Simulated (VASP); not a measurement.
# WC in VASP: a series of runs, part 2 of 2

VASP 6.6.1. The steps go on from the part before.

## 5. Single point, PBEsol

The input, INCAR:

```
ALGO     = Normal         # electronic algorithm
EDIFF    = 1E-7           # SCF threshold, eV
ENCUT    = 520            # plane-wave cutoff, eV
GGA      = PS             # functional
ISIF     = 2              # what is computed and relaxed
ISMEAR   = -1             # smearing method
LASPH    = True           # aspherical terms in the spheres
LCHARG   = True           # write CHGCAR
LELF     = True           # ELF
LREAL    = Auto         
LVHAR    = True         
LWAVE    = False          # write WAVECAR
NBANDS   = 86             # bands
NELM     = 80             # most SCF steps
PREC     = Accurate       # precision mode
SIGMA    = 0.05           # smearing width, eV
```

The input, KPOINTS:

```
k-points
0
Gamma
  2 2 1
```

The input, POSCAR:

```
WC
1.0
    5.7996800000      0.0000000000      0.0000000000
   -2.8998400000      5.0226700000      0.0000000000
    0.0000000000      0.0000000000     15.2562950000
W C
8 8
Direct
    0.0000000000      0.0000000000      0.0655467137
   -0.0316806036      0.0184364093      0.2616165983
   -0.0000000357      0.4999930316      0.0655467137
   -0.0177631543      0.5281254791      0.2615838249
    0.4999931031      0.0000000000      0.0655467137
    0.5026128716      0.0401380142      0.2600893598
    0.4999930673      0.4999930316      0.0655467137
    0.4882883506      0.5327246265      0.2618591211
    0.3229439539      0.1767585766      0.1543297373
    0.3455641348      0.2042738225      0.3498686935
    0.3317539456      0.6799570746      0.1463002649
    0.3111271750      0.7347088302      0.3355401819
    0.8181102841      0.1438278844      0.1473490123
    0.8057374700      0.1865342537      0.3325446971
    0.8159087648      0.6982142964      0.1472506923
    0.8322316507      0.7081691610      0.3389289470
```

Potentials or basis: VASP PAW PBE potentials, release 64 (W_sv, C).

Launch:

```console
$ cat potpaw_PBE.64/W_sv/POTCAR potpaw_PBE.64/C/POTCAR > POTCAR
$ mpirun -np 1 vasp_std > vasp.out
```

OUTCAR:

```text
EDIFF = 1E-7
   ENCUT = 520
   GGA = PS
   ISIF = 2
   ISMEAR = -1
   LASPH = True
   LREAL = Auto
   NELM = 80
   PREC = Accurate

 ion  position               nearest neighbor table
   1  0.000  0.000  0.066-  15 1.97  13 2.06   9 2.12   7 2.90   3 2.90   5 2.90   5 2.90   3 2.90
                             7 2.90   2 3.00
   2  0.968  0.018  0.262-  16 1.96  14 1.98  13 2.23  10 2.32  15 2.37   9 2.42   6 2.77   8 2.80
                             4 2.88   4 2.92   8 3.00   1 3.00   6 3.04
   3  1.000  0.500  0.066-  11 2.07  13 2.18  15 2.29   1 2.90   7 2.90   5 2.90   5 2.90   7 2.90
                             1 2.90   4 3.00
   4  0.982  0.528  0.262-  12 2.02  14 2.03  16 2.04  15 2.43  11 2.49  13 2.61   6 2.81   8 2.88
                             2 2.88   2 2.92   8 2.92   6 2.99   3 3.00
   5  0.500  0.000  0.066-  11 2.03  13 2.03   9 2.23   7 2.90   1 2.90   3 2.90   3 2.90   1 2.90
                             7 2.90   6 2.98
   6  0.503  0.040  0.260-  14 1.88  12 1.93  10 2.12   9 2.27  13 2.36  11 2.51   2 2.77   4 2.81
                             8 2.90   8 2.90   5 2.98   4 2.99   2 3.04
   7  0.500  0.500  0.066-  15 2.03   9 2.12  11 2.14   1 2.90   5 2.90   3 2.90   3 2.90   5 2.90
                             1 2.90   8 3.00
[... 213 lines left out ...]
      3     -73.1786      2.00000
      4     -73.1616      2.00000
      5     -73.1138      2.00000
      6     -73.0720      2.00000
[... 337 lines left out ...]
     83       2.6850      0.00000
     84       2.7916      0.00000
 [bands above 84 left out]

------------------------ aborting loop because EDIFF is reached ----------------------------------------

  FORCE on cell =-STRESS in cart. coord.  units (eV):
  Direction    XX          YY          ZZ          XY          YZ          ZX
  --------------------------------------------------------------------------------------
  -------------------------------------------------------------------------------------
  Total       -5.4535540     -3.2621180    -18.0165673      2.6867772     -5.2295189      7.0674157
  in kB      -19.6608569    -11.7604107    -64.9523512      9.6862236    -18.8531779     25.4790636
  external PRESSURE =     -32.1245396 kB  Pullay stress =       0.0000000 kB

 VOLUME and BASIS-vectors are now :
 -----------------------------------------------------------------------------
  energy-cutoff  :      520.00
  volume of cell :      444.41
      direct lattice vectors                 reciprocal lattice vectors
     5.799680000  0.000000000  0.000000000     0.172423306  0.099548646  0.000000000
    -2.899840000  5.022670000  0.000000000     0.000000000  0.199097293  0.000000000
     0.000000000  0.000000000 15.256295000     0.000000000  0.000000000  0.065546714

 POSITION                                       TOTAL-FORCE (eV/Angst)
 -----------------------------------------------------------------------------------
      0.00000      0.00000      1.00000        -0.091680      1.153215     -0.396503
      5.56248      0.09260      3.99130         3.188802      1.713302     -0.472287
      4.34978      2.51130      1.00000        -0.796924      0.167515      0.958877
      4.16518      2.65260      3.99080         0.766212      0.677224     -0.086362
      2.89980      0.00000      1.00000        -1.056509      0.650296      0.162799
      2.79860      0.20160      3.96800        -3.279785     -1.101847     -1.275938
[... 8 lines left out ...]
      2.70730      3.50690      2.24650         1.653018     -2.249874      2.310845
      2.77310      3.55690      5.17080        -0.360900     -1.132461     -1.153476
 -----------------------------------------------------------------------------------
    total drift:                               -0.006465      0.000292     -0.003520

  FREE ENERGIE OF THE ION-ELECTRON SYSTEM (eV)
  ---------------------------------------------------
  free  energy   TOTEN  =      -170.3209633531 eV

  energy  without entropy=     -170.2337140526  energy(sigma->0) =     -170.27733870
```

OSZICAR:

```text
N       E                     dE             d eps       ncg     rms          rms(c)
DAV:   1     0.170893004969E+04    0.17089E+04   -0.84454E+04   824   0.161E+03
DAV:   2    -0.792483190208E+02   -0.17882E+04   -0.17467E+04   784   0.487E+02
DAV:   3    -0.189607239843E+03   -0.11036E+03   -0.10633E+03   848   0.116E+02
[... 21 lines left out ...]
DAV:  25    -0.170320957826E+03   -0.18817E-04   -0.81501E-07   580   0.299E-03    0.144E-03
DAV:  26    -0.170320961311E+03   -0.34849E-05   -0.33368E-07   622   0.180E-03    0.427E-04
DAV:  27    -0.170320962704E+03   -0.13922E-05   -0.69827E-08   484   0.903E-04    0.279E-04
DAV:  28    -0.170320963261E+03   -0.55712E-06   -0.42263E-08   472   0.482E-04    0.164E-04
DAV:  29    -0.170320963353E+03   -0.92459E-07   -0.63957E-09   440   0.286E-04
   1 F= -.17032096E+03 E0= -.17027734E+03  d E =-.872493E-01
```

stdout:

```text
POSCAR found type information on POSCAR W C
 POSCAR found :  2 types and      16 ions
 scaLAPACK will be used
 -----------------------------------------------------------------------------
|                                                                             |
|                                                                             |
|     You enforced a specific xc type in the INCAR file but a different       |
|     I HOPE YOU KNOW WHAT YOU ARE DOING!                                     |
|                                                                             |
 -----------------------------------------------------------------------------

 LDA part: xc-table for (Slater+PW92), standard interpolation
 POSCAR, INCAR and KPOINTS ok, starting setup
 FFT: planning ... GRIDC
 FFT: planning ... GRID_SOFT
 FFT: planning ... GRID
 WAVECAR not read
 entering main loop
```

Run time: 12 min. Hardware: 1 thread of AMD EPYC 7R13 (Zen 3), shared host; peak memory 0.57 GiB.

Results:

```
Free energy            : -170.3210 eV
Largest force          : 3.707 eV/Å
Band gap on the k mesh : zero (bands 72 and 73 overlap by 0.70 eV)
```

Forces on the atoms (eV/Å):
```
W   -0.092  1.153 -0.397
W    3.189  1.713 -0.472
W   -0.797  0.168  0.959
W    0.766  0.677 -0.086
W   -1.057  0.650  0.163
W   -3.280 -1.102 -1.276
W   -1.135  0.108  0.423
W   -0.342 -1.019  1.034
C    0.369  0.248  0.148
C   -0.933  0.490 -3.554
C    0.116 -1.033  1.510
C    0.605 -2.266 -1.002
C   -0.369  1.781  0.608
C    1.667  1.813  0.785
C    1.653 -2.250  2.311
C   -0.361 -1.132 -1.153
```

Levels at points of the mesh, in eV from the Fermi level:
```tsv
k point	band 69	band 70	band 71	band 72	band 73	band 74	band 75	band 76	band 77	band 78
(0.00, 0.00, 0.00)	0.06	0.14	0.19	0.43	0.72	1.07	1.23	1.39	1.75	1.87
(0.50, 0.00, 0.00)	-1.06	-0.87	-0.61	-0.51	-0.27	0.04	0.96	1.03	1.30	1.40
(0.00, 0.50, 0.00)	-1.17	-1.06	-0.69	-0.47	-0.08	0.01	0.98	1.05	1.35	1.42
(0.50, 0.50, 0.00)	-0.90	-0.83	-0.59	-0.48	-0.11	0.06	1.17	1.20	1.39	1.40
```

Caveat: the k points lie up to 0.63 Å⁻¹ apart, too coarse for converged energies and pressures of a metal; the atoms stand as in a frame of molecular dynamics; there is no dipole correction, which matters where the two faces differ; the PAW data sets were made with another functional, which shifts forces and pressure a little; spin-orbit coupling is left out, which moves the levels of the heavy elements.

## 6. Overview

```tsv
cell	gap on the mesh (eV)	largest force (eV/Å)
as given, atomic positions A	none	4.25
as given, atomic positions B	none	3.92
as given, atomic positions C	none	7.69
as given, atomic positions D	none	3.71
```

Alike in all rows: task single point; level PBEsol; potentials or basis VASP PAW PBE potentials, release 64 (W_sv, C); no spin polarisation; k mesh 2 × 2 × 1; cutoff (eV) 520; smearing fermi-dirac 0.05 eV.

Caveats: all runs use coarse meshes; there is no dipole correction, which matters where the two faces differ; the PAW data sets were made with another functional, which shifts forces and pressure a little; spin-orbit coupling is left out, which moves the levels of the heavy elements; the atoms stand as in a frame of molecular dynamics (at least some runs).

Total energies depend on the potentials used, so only differences within one code and one set of settings carry meaning.
